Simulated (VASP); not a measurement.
# BiSb2O2 (P4/mmm) in VASP: notebook

BiSb2O2 is run at these levels: PBE; tasks: single point.

All numbers are computed with VASP 6.6.1; they aren't measurements. Logs are shortened: lines on timing, memory, paths and dates and some standing lists are left out, and cuts for length are marked.

## (1) The cell of the first run

Symmetry: P4/mmm, No. 123, tetragonal system. The conventional cell has a = 3.766 Å, b = 3.766 Å, c = 7.774 Å, α = 90.00°, β = 90.00°, γ = 90.00°. Sb (site symmetry 4mm) has 4 O at 2.87 Å and 4 Bi at 3.43 Å and 5 Sb at 3.44 to 3.77 Å within 3.8 Å. Within 2.5 Å of Bi (site symmetry 4/mmm) lie 4 O at 1.88 Å. Within 2.5 Å of O (site symmetry mmm) lie 2 Bi at 1.88 Å.

The cell was built from a structure type or drawn by symmetry, and may not be a known phase.

## (2) Single point, PBE

The input, INCAR:

```
  PREC = Accurate
  ENCUT = 520
  EDIFF = 1E-7
  ISMEAR = 0
  SIGMA = 0.1
  LREAL = F
  LASPH = T
  NELM = 100
  ALGO = Normal
  ISIF = 2
  LWAVE = F
  LCHARG = T
  GGA = PE
  LELF = T
  LVHAR = T
  NBANDS = 26
```

The input, KPOINTS:

```
Automatic mesh
0
Gamma
  4 4 2
```

The input, POSCAR:

```
BiSb2O2
1.0
    3.7658594400      0.0000000000      0.0000000000
    0.0000000000      3.7658594400      0.0000000000
    0.0000000000      0.0000000000      7.7743209900
Sb Bi O
2 1 2
Direct
    0.0000000000      0.0000000000      0.2785083400
    0.0000000000      0.0000000000      0.7214916600
    0.5000000000      0.5000000000      0.0000000000
    0.0000000000      0.5000000000      0.0000000000
    0.5000000000      0.0000000000      0.0000000000
```

Potentials or basis: VASP PAW PBE potentials, release 64 (Sb, Bi_d, O).

Started as:

```
$ cat potpaw_PBE.64/Sb/POTCAR potpaw_PBE.64/Bi_d/POTCAR potpaw_PBE.64/O/POTCAR > POTCAR
$ mpirun -np 1 vasp_std > vasp.out
```

OUTCAR:

```text
PREC = Accurate
   ENCUT = 520
   EDIFF = 1E-7
   ISMEAR = 0
   LREAL = F
   LASPH = T
   NELM = 100
   ISIF = 2
   GGA = PE

 ion  position               nearest neighbor table
   1  0.000  0.000  0.279-   4 2.87   5 2.87   4 2.87   5 2.87   3 3.43   3 3.43   3 3.43   3 3.43
                             2 3.44
   2  0.000  0.000  0.721-   4 2.87   5 2.87   4 2.87   5 2.87   3 3.43   3 3.43   3 3.43   3 3.43
                             1 3.44
   3  0.500  0.500  0.000-   4 1.88   5 1.88   5 1.88   4 1.88   1 3.43   2 3.43   1 3.43   1 3.43
                             2 3.43   2 3.43   1 3.43   2 3.43
   4  0.000  0.500  0.000-   3 1.88   3 1.88   1 2.87   1 2.87   2 2.87   2 2.87
   5  0.500  0.000  0.000-   3 1.88   3 1.88   1 2.87   2 2.87   1 2.87   2 2.87

  LATTYP: Found a simple tetragonal cell.
 ALAT       =     3.7658594400
 C/A-ratio  =     2.0644214459

  Lattice vectors:

 A1 = (   3.7658594400,   0.0000000000,   0.0000000000)
 A2 = (   0.0000000000,   3.7658594400,   0.0000000000)
 A3 = (   0.0000000000,   0.0000000000,   7.7743209900)

Analysis of symmetry for initial positions (statically):
=====================================================================
 Subroutine PRICEL returns:
 Original cell was already a primitive cell.

 Routine SETGRP: Setting up the symmetry group for a
 simple tetragonal supercell.

 Subroutine GETGRP returns: Found 16 space group operations
 (whereof 16 operations were pure point group operations)
 out of a pool of 16 trial point group operations.

The static configuration has the point symmetry D_4h.

Analysis of symmetry for dynamics (positions and initial velocities):
=====================================================================
 Subroutine PRICEL returns:
 Original cell was already a primitive cell.

 Routine SETGRP: Setting up the symmetry group for a
 simple tetragonal supercell.

 Subroutine GETGRP returns: Found 16 space group operations
 (whereof 16 operations were pure point group operations)
 out of a pool of 16 trial point group operations.

The dynamic configuration has the point symmetry D_4h.

 Subroutine INISYM returns: Found 16 space group operations
 (whereof 16 operations are pure point group operations),
 and found     1 'primitive' translations

----------------------------------------------------------------------------------------

                                     Primitive cell

  volume of cell :     110.2531

  direct lattice vectors                    reciprocal lattice vectors
     3.765859440  0.000000000  0.000000000     0.265543634  0.000000000  0.000000000
     0.000000000  3.765859440  0.000000000     0.000000000  0.265543634  0.000000000
     0.000000000  0.000000000  7.774320990     0.000000000  0.000000000  0.128628597

  length of vectors
     3.765859440  3.765859440  7.774320990     0.265543634  0.265543634  0.128628597

  position of ions in fractional coordinates (direct lattice)
     0.000000000  0.000000000  0.278508340
     0.000000000  0.000000000  0.721491660
     0.500000000  0.500000000  0.000000000
     0.000000000  0.500000000  0.000000000
     0.500000000  0.000000000  0.000000000

  ion indices of the primitive-cell ions
   primitive index   ion index
                 1           1
                 2           2
                 3           3
                 4           4
                 5           5

----------------------------------------------------------------------------------------

 KPOINTS: Automatic mesh

Automatic generation of k-mesh.
 Grid dimensions read from file:
 generate k-points for:    4    4    2

 Generating k-lattice:

  Cartesian coordinates                     Fractional coordinates (reciprocal lattice)
     0.066385908  0.000000000  0.000000000     0.250000000  0.000000000  0.000000000
     0.000000000  0.066385908  0.000000000     0.000000000  0.250000000  0.000000000
     0.000000000  0.000000000  0.064314298     0.000000000  0.000000000  0.500000000

  Length of vectors
     0.066385908  0.066385908  0.064314298

  Shift w.r.t. Gamma in fractional coordinates (k-lattice)
     0.000000000  0.000000000  0.000000000

 Subroutine IBZKPT returns following result:
 ===========================================

 Found     12 irreducible k-points:

 Following reciprocal coordinates:
            Coordinates               Weight
  0.000000  0.000000  0.000000      1.000000
  0.250000  0.000000  0.000000      4.000000
  0.500000  0.000000  0.000000      2.000000
  0.250000  0.250000  0.000000      4.000000
  0.500000  0.250000  0.000000      4.000000
  0.500000  0.500000  0.000000      1.000000
  0.000000  0.000000  0.500000      1.000000
  0.250000  0.000000  0.500000      4.000000
  0.500000  0.000000  0.500000      2.000000
  0.250000  0.250000  0.500000      4.000000
  0.500000  0.250000  0.500000      4.000000
  0.500000  0.500000  0.500000      1.000000
   k-points           NKPTS =     12   k-points in BZ     NKDIM =     12   number of bands    NBANDS=     26
   number of dos      NEDOS =    301   number of ions     NIONS =      5
   total plane-waves  NPLWV =  47040
   dimension x,y,z NGX =    28 NGY =   28 NGZ =   60
   dimension x,y,z NGXF=    56 NGYF=   56 NGZF=  120
   ions per type =               2   1   2
   NGX,Y,Z   is equivalent  to a cutoff of  12.36, 12.36, 12.83 a.u.
   NGXF,Y,Z  is equivalent  to a cutoff of  24.72, 24.72, 25.66 a.u.
 SYSTEM =  unknown system
   PREC   = accura    normal or accurate (medium, high low for compatibility)
   ISTART =      0    job   : 0-new  1-cont  2-samecut
   ICHARG =      2    charge: 1-file 2-atom 10-const
   ISPIN  =      1    spin polarized calculation?
   LNONCOLLINEAR =      F non collinear calculations
   LSORBIT =      F    spin-orbit coupling
   LASPH  =      T    aspherical Exc in radial PAW
   ENCUT  =  520.0 eV  38.22 Ry    6.18 a.u.   7.00  7.00 14.46*2*pi/ulx,y,z
   NELM   =    100;   NELMIN=  2; NELMDL= -5     # of ELM steps
   EDIFF  = 0.1E-06   stopping-criterion for ELM
   LREAL  =      F    real-space projection
   EDIFFG = 0.1E-05   stopping-criterion for IOM
   NSW    =      0    number of steps for IOM
   IBRION =     -1    ionic relax: 0-MD 1-quasi-New 2-CG
   NFREE  =      0    steps in history (QN), initial steepest desc. (CG)
   ISIF   =      2    stress and relaxation
   ISYM   =      2    0-nonsym 1-usesym 2-fastsym
   POTIM  = 0.5000    time-step for ionic-motion
   TEBEG  =    0.0;   TEEND  =   0.0 temperature during run
   PSTRESS=    0.0 pullay stress
   NELECT =      37.0000    total number of electrons
   NUPDOWN=      -1.0000    fix difference up-down
   EMIN   =  10.00;   EMAX   =-10.00  energy-range for DOS
   EFERMI =   0.00;   METHOD = LEGACY
   ISMEAR =     0;   SIGMA  =   0.10  broadening in eV -4-tet -1-fermi 0-gaus
   EFERMI_NEDOS =   21; number of points for ismear=-14 and -15
   IALGO  =     38    algorithm
   IMIX   =      4    mixing-type and parameters
     AMIX     =   0.40;   BMIX     =  1.00
     AMIX_MAG =   1.60;   BMIX_MAG =  1.00
  volume/ion in A,a.u.               =      22.05       148.80
  Fermi-wavevector in a.u.,A,eV,Ry     =   1.137658  2.149862 17.609564  1.294266
  Thomas-Fermi vector in A             =   2.274363
   LORBIT       =      0    0 simple, 1 ext, 2 COOP (PROOUT), +10 PAW based schemes
   GGA     = PE    functional components
   LHFCALC =     F    Hartree Fock is set to
   AEXX    =    0.0000 exact exchange contribution
   IVDW    =     0    specifies the selected vdW correction
   LEPSILON=     F    determine dielectric tensor
   LRPA    =     F    only Hartree local field effects (RPA)
 non-spin polarized calculation
 Gauss-broadening in eV      SIGMA  =   0.10
  energy-cutoff  :      520.00
  volume of cell :      110.25
 maximum number of plane-waves:      3012
   NGX = 15   NGY = 15   NGZ = 29

 number of electron      36.9999999 magnetization

 Free energy of the ion-electron system (eV)
  ---------------------------------------------------
  ext. energy  EPLUGINS =         0.00000000
  ---------------------------------------------------
  free energy    TOTEN  =       -17.10581957 eV

  energy without entropy =      -17.08409194  energy(sigma->0) =      -17.09495576

 E-fermi :   6.2708     XC(G=0):  -9.6784

 val. band max:        6.2312489802   @ k =   0.2500   0.0000   0.5000
 cond. band min:       6.2780985300   @ k =   0.2500   0.2500   0.5000
 fundamental gap:      0.0468495498
 Fermi energy:         6.2708492967

 k-point     1 :       0.0000    0.0000    0.0000
  band No.  band energies     occupation
      1     -19.4171      2.00000
      2     -18.7305      2.00000
      3     -17.2878      2.00000
      4     -17.2878      2.00000
      5     -17.1840      2.00000
      6     -14.7409      2.00000
[... 18 lines left out ...]
     25      12.4604      0.00000
     26      13.1878      0.00000

 k-point     2 :       0.2500    0.0000    0.0000
  band No.  band energies     occupation
      1     -19.2524      2.00000
      2     -18.3874      2.00000
      3     -17.3255      2.00000
      4     -17.2865      2.00000
      5     -17.2193      2.00000
      6     -14.6595      2.00000
[... 18 lines left out ...]
     25      12.9471      0.00000
     26      14.3448      0.00000

 k-point     3 :       0.5000    0.0000    0.0000
  band No.  band energies     occupation
      1     -19.1711      2.00000
      2     -17.7937      2.00000
      3     -17.3627      2.00000
      4     -17.2852      2.00000
      5     -17.2541      2.00000
      6     -14.3897      2.00000
[... 224 lines left out ...]
 k-point    11 :       0.5000    0.2500    0.5000
  band No.  band energies     occupation
      1     -18.6945      2.00000
      2     -17.7754      2.00000
      3     -17.3602      2.00000
      4     -17.3216      2.00000
      5     -17.2951      2.00000
      6     -14.3417      2.00000
[... 18 lines left out ...]
     25      11.9550      0.00000
     26      14.0532      0.00000

 k-point    12 :       0.5000    0.5000    0.5000
  band No.  band energies     occupation
      1     -18.1207      2.00000
      2     -17.6726      2.00000
      3     -17.3576      2.00000
      4     -17.3576      2.00000
      5     -17.3351      2.00000
      6     -14.2939      2.00000
[... 18 lines left out ...]
     25      12.6335      0.00000
     26      12.6339      0.00000

------------------------ aborting loop because EDIFF is reached ----------------------------------------

  FORCE on cell =-STRESS in cart. coord.  units (eV):
  Direction    XX          YY          ZZ          XY          YZ          ZX
  --------------------------------------------------------------------------------------
  -------------------------------------------------------------------------------------
  Total       26.7873101     26.7873101      4.0392850      0.0000000     -0.0000000     -0.0000000
  in kB      389.2682716    389.2682716     58.6981480      0.0000000     -0.0000000     -0.0000000
  external PRESSURE =     279.0782304 kB  Pullay stress =       0.0000000 kB

 VOLUME and BASIS-vectors are now :
 -----------------------------------------------------------------------------
  energy-cutoff  :      520.00
  volume of cell :      110.25
      direct lattice vectors                 reciprocal lattice vectors
     3.765859440  0.000000000  0.000000000     0.265543634  0.000000000  0.000000000
     0.000000000  3.765859440  0.000000000     0.000000000  0.265543634  0.000000000
     0.000000000  0.000000000  7.774320990     0.000000000  0.000000000  0.128628597

 POSITION                                       TOTAL-FORCE (eV/Angst)
 -----------------------------------------------------------------------------------
      0.00000      0.00000      2.16521        -0.000000      0.000000      2.852239
      0.00000      0.00000      5.60911         0.000000      0.000000     -2.852239
      1.88293      1.88293      0.00000        -0.000000     -0.000000      0.000000
      0.00000      1.88293      0.00000        -0.000000     -0.000000      0.000000
      1.88293      0.00000      0.00000        -0.000000     -0.000000      0.000000
 -----------------------------------------------------------------------------------
    total drift:                                0.000000      0.000000     -0.000000

  FREE ENERGIE OF THE ION-ELECTRON SYSTEM (eV)
  ---------------------------------------------------
  free  energy   TOTEN  =       -17.1058195691 eV

  energy  without entropy=      -17.0840919441  energy(sigma->0) =      -17.09495576
```

Run time: 56 s. Hardware: 1 thread of Intel Xeon Platinum 8259CL at 2.50GHz (Skylake/Cascade Lake), shared host; peak memory 0.22 GiB.

Results:

```yaml
Free_energy: -17.1058 eV
Pressure: 27.9 GPa
Largest_force: 2.852 eV/Å
Band_gap_on_the_k_mesh: zero (an odd number of electrons rules out a gap without spin polarisation)
```

Forces in eV/Å, atoms in the order of the input:
```
Sb   0.000  0.000  2.852
Sb   0.000  0.000 -2.852
Bi   0.000  0.000  0.000
O    0.000  0.000  0.000
O    0.000  0.000  0.000
```

Stress tensor (GPa, compression positive):
```
38.93  0.00  0.00
 0.00 38.93  0.00
 0.00  0.00  5.87
```

Caveat: the k points lie up to 0.42 Å⁻¹ apart, too coarse for converged energies and pressures of a metal; spin-orbit coupling is left out, which moves the levels of the heavy elements; an odd number of electrons without spin polarisation forces a metal; a magnetic or distorted state may lie lower.

## (3) Single point, PBE

This run uses another cell than the first one, of 30.69 Å³/atom.

INCAR: that of step 2 with these lines changed.

```diff
@@ -11,6 +11,4 @@
   LWAVE = F
-  LCHARG = T
+  LCHARG = F
   GGA = PE
-  LELF = T
-  LVHAR = T
   NBANDS = 26
```

KPOINTS is that of step 2.

The input, POSCAR:

```
BiSb2O2
1.0
    4.1770689155      0.0000000000      0.0000000000
    0.0000000000      4.1770689155      0.0000000000
    0.0000000000      0.0000000000      8.7939952388
Sb Bi O
2 1 2
Direct
    0.0000000000      0.0000000000      0.3459426968
    0.0000000000      0.0000000000      0.6540573032
    0.5000000000      0.5000000000      0.0000000000
    0.0000000000      0.5000000000      0.0000000000
    0.5000000000      0.0000000000      0.0000000000
```

Potentials or basis: VASP PAW PBE potentials, release 64 (Sb, Bi_d, O).

Started as:

```
$ cat potpaw_PBE.64/Sb/POTCAR potpaw_PBE.64/Bi_d/POTCAR potpaw_PBE.64/O/POTCAR > POTCAR
$ mpirun -np 1 vasp_std > vasp.out
```

Wall time 74 s (1 thread of Intel Xeon Platinum 8259CL at 2.50GHz (Skylake/Cascade Lake), shared host); peak memory 0.27 GiB.

The run converged. Its results:

```yaml
Free_energy: -21.3713 eV
Pressure: 0.2 GPa
Largest_force: 0.031 eV/Å
Band_gap_on_the_k_mesh: zero (an odd number of electrons rules out a gap without spin polarisation)
```

Forces on the atoms (eV/Å):
```
Sb   0.000  0.000 -0.031
Sb   0.000  0.000  0.031
Bi   0.000  0.000  0.000
O    0.000  0.000  0.000
O    0.000  0.000  0.000
```

Stress tensor (GPa, compression positive):
```
0.13 0.00 0.00
0.00 0.13 0.00
0.00 0.00 0.29
```

Levels at points of the mesh, in eV from the Fermi level:
```csv
k point,band 15,band 16,band 17,band 18,band 19,band 20,band 21,band 22
"(0.00, 0.00, 0.00)",-1.66,-1.31,-1.31,0.24,0.24,1.98,1.98,2.63
"(0.50, 0.00, 0.00)",-1.91,-1.40,-1.01,-0.35,0.62,0.89,2.28,2.39
"(0.50, 0.50, 0.00)",-1.98,-1.52,-0.68,-0.33,0.15,0.20,0.20,2.25
"(0.00, 0.00, 0.50)",-1.31,-1.31,-1.02,0.19,0.19,2.05,2.05,2.71
"(0.50, 0.00, 0.50)",-1.97,-1.40,-0.77,-0.76,0.58,1.01,1.89,2.44
"(0.50, 0.50, 0.50)",-1.39,-1.39,-1.10,-0.33,-0.20,-0.20,0.10,2.34
```

Caveat: the k points lie up to 0.38 Å⁻¹ apart, too coarse for converged energies and pressures of a metal; spin-orbit coupling is left out, which moves the levels of the heavy elements; an odd number of electrons without spin polarisation forces a metal; a magnetic or distorted state may lie lower.
